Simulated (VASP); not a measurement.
# SrY4 in VASP: notebook

Runs on SrY4. Level: PBE. Tasks: single point.

All numbers are computed with VASP 6.6.1; they aren't measurements. Logs are shortened: lines on timing, memory, paths and dates and some standing lists are left out, and cuts for length are marked.

## 1. The cell of the first run

The cell holds a disordered packing, 20 atoms: a = 8.885 Å, b = 9.605 Å, c = 8.895 Å, α = 86.75°, β = 90.58°, γ = 88.76°.

## 2. Single point, PBE

Input file INCAR:

```
PREC = Accurate
ENCUT = 520
EDIFF = 1E-6
ISMEAR = -1
SIGMA = 0.05
LREAL = Auto
LASPH = True
NELM = 80
ALGO = Normal
ISIF = 2
LWAVE = False
LCHARG = True
GGA = PE
LELF = True
LVHAR = True
NBANDS = 124
ISYM = 0
```

Input file KPOINTS:

```
Automatic mesh
0
Gamma
  1 1 1
  0.25 0.25 0.25
```

Input file POSCAR:

```
SrY4
1.0
    8.8840720000      0.1002130000     -0.0465070000
    0.1002130000      9.6010150000      0.2621380000
   -0.0465070000      0.2621380000      8.8911790000
Y Sr
16 4
Direct
    0.0608587422      0.9881409967      0.1744258048
    0.6059080126      0.5295824912      0.9547478764
    0.8653964180      0.3519118242      0.7095969533
    0.7515879724      0.1263077255     -0.0084430819
    0.9598846938      0.6959393676      0.4929989829
    0.7756510212      0.1031923289      0.4056320957
    0.7277662002      0.8334522338      0.7410942599
    0.9669085267      0.6148553293      0.9840769226
    0.4325097433      0.2402553709      0.1761113648
    0.3115894467      0.5769103210      0.2370394267
    0.1123287114      0.3012756592      0.4146063500
    0.7216624824      0.7958999667      0.2042913242
    0.1056558984      0.3023328400      0.9949102153
    0.0407456807      0.0332697147      0.7092398773
    0.5889513047      0.5845303032      0.5341202504
    0.7686641219      0.4326096998      0.2494359658
    0.4012020179      0.9059051589      0.4424513932
    0.2504224483      0.5665951274      0.7389050747
    0.4704371534      0.2148076572      0.6802430106
    0.3868351236      0.9127584803      0.9820103564
```

Potentials or basis: VASP PAW PBE potentials, release 64 (Y_sv, Sr_sv).

Run with:

```sh
$ cat potpaw_PBE.64/Y_sv/POTCAR potpaw_PBE.64/Sr_sv/POTCAR > POTCAR
$ mpirun -np 1 vasp_std > vasp.out
```

OUTCAR:

```text
PREC = Accurate
   ENCUT = 520
   EDIFF = 1E-6
   ISMEAR = -1
   LREAL = Auto
   LASPH = True
   NELM = 80
   ISIF = 2
   GGA = PE
   ISYM = 0

 ion  position               nearest neighbor table
   1  0.061  0.988  0.174-  13 3.37   4 3.39  20 3.46   6 3.48  12 3.57  11 3.82  17 3.87   5 4.00
                             9 4.14  14 4.14   8 4.15
   2  0.606  0.530  0.955-  16 3.07   8 3.34   7 3.58  12 3.64   3 3.65  18 3.68  10 3.68   9 3.69
                            15 3.75   4 4.05  20 4.15  19 4.18
   3  0.865  0.352  0.710-  13 3.31   4 3.40  14 3.40  11 3.49  15 3.57   2 3.65   8 3.73  19 3.79
                             6 3.80   5 3.84  18 4.05  16 4.20
   4  0.752  0.126  0.992-   1 3.39   3 3.40   9 3.48  13 3.60  12 3.62   6 3.68   7 3.69  14 3.74
                            19 3.76  16 3.84  20 3.88   2 4.05
   5  0.960  0.696  0.493-   7 3.34  12 3.39  15 3.50  18 3.53  16 3.84   3 3.84  14 3.94   1 4.00
                            10 4.07  11 4.10   6 4.24  17 4.46
   6  0.776  0.103  0.406-  16 3.38   1 3.48  12 3.58  11 3.58  14 3.59   4 3.68   3 3.80   9 3.82
                            19 3.84  17 3.87   7 3.87   5 4.24
   7  0.728  0.833  0.741-   5 3.34  15 3.35  14 3.42   8 3.58   2 3.58   4 3.69  20 3.82   6 3.87
                            17 3.94  12 4.12  19 4.28
   8  0.967  0.615  0.984-  13 3.22   2 3.34  16 3.39  18 3.39  12 3.45   7 3.58   3 3.73  10 3.78
                             1 4.15
   9  0.433  0.240  0.176-  13 3.33  10 3.46   4 3.48  16 3.62  11 3.62   2 3.69  20 3.70   6 3.82
                            17 3.90   1 4.14  19 4.45  19 4.49
  10  0.312  0.577  0.237-   9 3.46  11 3.52  15 3.60   2 3.68   8 3.78  17 3.83  20 3.91  13 3.96
                             5 4.07  12 4.25  16 4.26  18 4.47  18 4.50
  11  0.112  0.301  0.415-   3 3.49  10 3.52  16 3.55   6 3.58   9 3.62  14 3.64  13 3.73   1 3.82
                            19 3.99   5 4.10  18 4.15  17 4.53
  12  0.722  0.796  0.204-   5 3.39   8 3.45  16 3.51   1 3.57   6 3.58   4 3.62   2 3.64  20 3.67
                            15 3.69  17 3.74   7 4.12  10 4.25
  13  0.106  0.302  0.995-   8 3.22   3 3.31   9 3.33   1 3.37  18 3.58   4 3.60  11 3.73  14 3.77
                            10 3.96  16 3.99  19 4.40  20 4.46
  14  0.041  0.033  0.709-   3 3.40   7 3.42   6 3.59  11 3.64   4 3.74  13 3.77   5 3.94  20 4.01
                             1 4.14  17 4.21  19 4.24
  15  0.589  0.585  0.534-   7 3.35  16 3.39   5 3.50  17 3.53  18 3.53   3 3.57  10 3.60  12 3.69
                             2 3.75  19 3.88
  16  0.769  0.433  0.249-   2 3.07   6 3.38   8 3.39  15 3.39  12 3.51  11 3.55   9 3.62   5 3.84
                             4 3.84  13 3.99   3 4.20  10 4.26
  17  0.401  0.906  0.442-  15 3.53  12 3.74  19 3.80  10 3.83   1 3.87   6 3.87   9 3.90   7 3.94
                            20 4.09  14 4.21  18 4.32   5 4.46  11 4.53  20 4.81
  18  0.250  0.567  0.739-   8 3.39   5 3.53  15 3.53  13 3.58   2 3.68  19 3.93   3 4.05  11 4.15
                            20 4.26  17 4.32  10 4.47  10 4.50
  19  0.470  0.215  0.680-   4 3.76   3 3.79  17 3.80   6 3.84  15 3.88  20 3.93  18 3.93  11 3.99
                             2 4.18  14 4.24   7 4.28  13 4.40   9 4.45   9 4.49
  20  0.387  0.913  0.982-   1 3.46  12 3.67   9 3.70   7 3.82   4 3.88  10 3.91  19 3.93  14 4.01
                            17 4.09   2 4.15  18 4.26  13 4.46  17 4.81

[... 129 lines left out ...]
     AMIX_MAG =   1.60;   BMIX_MAG =  1.00
  volume/ion in A,a.u.               =      37.88       255.65
  Fermi-wavevector in a.u.,A,eV,Ry     =   1.077460  2.036105 15.795286  1.160921
  Thomas-Fermi vector in A             =   2.213373
   LORBIT       =      0    0 simple, 1 ext, 2 COOP (PROOUT), +10 PAW based schemes
   GGA     = PE    functional components
   LHFCALC =     F    Hartree Fock is set to
   AEXX    =    0.0000 exact exchange contribution
   IVDW    =     0    specifies the selected vdW correction
   LEPSILON=     F    determine dielectric tensor
   LRPA    =     F    only Hartree local field effects (RPA)
 non-spin polarized calculation
  energy-cutoff  :      520.00
  volume of cell :      757.66
 maximum number of plane-waves:     20419
 NGX is ok and might be reduce to    70
   NGX = 33   NGY = 35   NGZ = 33

 number of electron     215.9999999 magnetization

 Free energy of the ion-electron system (eV)
  ---------------------------------------------------
  ext. energy  EPLUGINS =         0.00000000
  ---------------------------------------------------
  free energy    TOTEN  =      -104.82960512 eV

  energy without entropy =     -104.55559343  energy(sigma->0) =     -104.69259927

 E-fermi :   2.4251     XC(G=0):  -8.7774

 val. band max:        2.3967651252   @ k =   0.2500   0.2500   0.2500
 cond. band min:       2.4411303255   @ k =   0.2500   0.2500   0.2500
 fundamental gap:      0.0443652002
 Fermi energy:         2.4250704005

 k-point     1 :       0.2500    0.2500    0.2500
  band No.  band energies     occupation
      1     -40.8384      2.00000
      2     -40.7496      2.00000
      3     -40.7215      2.00000
      4     -40.6461      2.00000
      5     -40.5532      2.00000
      6     -40.5441      2.00000
[... 112 lines left out ...]
    119       3.0403      0.00001
    120       3.0696      0.00001
 [bands above 120 left out]

------------------------ aborting loop because EDIFF is reached ----------------------------------------

  FORCE on cell =-STRESS in cart. coord.  units (eV):
  Direction    XX          YY          ZZ          XY          YZ          ZX
  --------------------------------------------------------------------------------------
  -------------------------------------------------------------------------------------
  Total        1.4728144     -5.8334950     -8.1398691     -1.1724218     -2.1681570     -0.1446148
  in kB        3.1144707    -12.3357358    -17.2128843     -2.4792488     -4.5848693     -0.3058081
  external PRESSURE =      -8.8113831 kB  Pullay stress =       0.0000000 kB

 VOLUME and BASIS-vectors are now :
 -----------------------------------------------------------------------------
  energy-cutoff  :      520.00
  volume of cell :      757.66
      direct lattice vectors                 reciprocal lattice vectors
     8.884072000  0.100213000 -0.046507000     0.112577710 -0.001192095  0.000624006
     0.100213000  9.601015000  0.262138000    -0.001192095  0.104252188 -0.003079895
    -0.046507000  0.262138000  8.891179000     0.000624006 -0.003079895  0.112565092

 POSITION                                       TOTAL-FORCE (eV/Angst)
 -----------------------------------------------------------------------------------
      0.63159      9.53898      1.80705        -0.161801     -0.250754      0.229045
      5.39160      5.39553      8.59948        -0.368368     -0.028814     -0.675461
      7.69051      3.65145      6.36116        -0.095709      0.580715     -0.572343
      6.64370      1.54793      8.81427         0.293107      0.279673      0.391328
      8.57450      6.90715      4.52113         0.170545     -0.133467     -0.535681
      6.88242      1.17481      3.59752         0.146741     -0.322770      0.234166
[... 12 lines left out ...]
      4.16929      2.28783      6.08259        -0.173722      0.368131      0.047388
      3.48247      9.05960      8.95251         0.066505     -0.452459     -0.391466
 -----------------------------------------------------------------------------------
    total drift:                                0.002255      0.000153     -0.001139

  FREE ENERGIE OF THE ION-ELECTRON SYSTEM (eV)
  ---------------------------------------------------
  free  energy   TOTEN  =      -104.8296051155 eV

  energy  without entropy=     -104.5555934305  energy(sigma->0) =     -104.69259927
```

OSZICAR:

```text
N       E                     dE             d eps       ncg     rms          rms(c)
DAV:   1     0.155442957910E+04    0.15544E+04   -0.10473E+05   248   0.163E+03
DAV:   2     0.720775342028E+02   -0.14824E+04   -0.14455E+04   264   0.435E+02
DAV:   3    -0.790771258247E+02   -0.15115E+03   -0.14667E+03   368   0.860E+01
DAV:   4    -0.107521304239E+03   -0.28444E+02   -0.28056E+02   392   0.284E+01
DAV:   5    -0.110141239086E+03   -0.26199E+01   -0.26018E+01   336   0.912E+00    0.936E+01
DAV:   6    -0.105753730480E+03    0.43875E+01   -0.18132E+01   328   0.103E+01    0.521E+01
DAV:   7    -0.106368491304E+03   -0.61476E+00   -0.22110E+01   328   0.842E+00    0.285E+01
DAV:   8    -0.104789775617E+03    0.15787E+01   -0.97903E+00   320   0.602E+00    0.579E+00
DAV:   9    -0.104874089206E+03   -0.84314E-01   -0.19984E+00   328   0.262E+00    0.391E+00
DAV:  10    -0.104836727540E+03    0.37362E-01   -0.35971E-01   320   0.137E+00    0.195E+00
DAV:  11    -0.104833970126E+03    0.27574E-02   -0.11558E-01   328   0.871E-01    0.129E+00
DAV:  12    -0.104830286881E+03    0.36832E-02   -0.38668E-02   320   0.451E-01    0.560E-01
DAV:  13    -0.104829670111E+03    0.61677E-03   -0.88373E-03   328   0.223E-01    0.268E-01
DAV:  14    -0.104829590922E+03    0.79189E-04   -0.16124E-03   320   0.109E-01    0.952E-02
DAV:  15    -0.104829608279E+03   -0.17358E-04   -0.32500E-04   344   0.465E-02    0.701E-02
DAV:  16    -0.104829606737E+03    0.15420E-05   -0.67191E-05   320   0.211E-02    0.340E-02
DAV:  17    -0.104829605784E+03    0.95318E-06   -0.22081E-05   312   0.122E-02    0.175E-02
DAV:  18    -0.104829605116E+03    0.66875E-06   -0.64383E-06   232   0.667E-03
   1 F= -.10482961E+03 E0= -.10469260E+03  d E =-.274012E+00
```

stdout:

```text
POSCAR found type information on POSCAR Y Sr
 POSCAR found :  2 types and      20 ions
 scaLAPACK will be used
 LDA part: xc-table for (Slater+PW92), standard interpolation
 POSCAR, INCAR and KPOINTS ok, starting setup
 FFT: planning ... GRIDC
 FFT: planning ... GRID_SOFT
 FFT: planning ... GRID
 WAVECAR not read
 entering main loop
```

Wall time 12 min (1 thread of Intel Xeon 8259CL, shared host); peak memory 0.73 GiB.

Results:

```
Free energy   : -104.8296 eV
Pressure      : -0.9 GPa
Largest force : 1.093 eV/Å
```

Forces on the atoms (eV/Å):
```
Y   -0.162 -0.251  0.229
Y   -0.368 -0.029 -0.675
Y   -0.096  0.581 -0.572
Y    0.293  0.280  0.391
Y    0.171 -0.133 -0.536
Y    0.147 -0.323  0.234
Y   -0.208  0.321  0.424
Y   -0.028  1.087  0.108
Y    0.227  0.067  0.347
Y   -0.444 -0.125  0.012
Y    0.091 -0.097 -0.383
Y   -0.165 -0.265 -0.055
Y    0.045 -0.286  0.507
Y    0.030 -0.109  0.195
Y    0.279 -0.589 -0.199
Y    0.588 -0.277  0.419
Sr  -0.560  0.095  0.120
Sr   0.267  0.138 -0.223
Sr  -0.174  0.368  0.047
Sr   0.067 -0.452 -0.391
```

Levels at points of the mesh, in eV from the Fermi level:
```
           k point  band 106  band 107  band 108  band 109  band 110  band 111
(0.25, 0.25, 0.25)     -0.17     -0.08     -0.03      0.02      0.11      0.17
```

Caveat: the k points lie up to 0.71 Å⁻¹ apart; the atoms stand as in a frame of molecular dynamics.

[end of part 1 of 2]
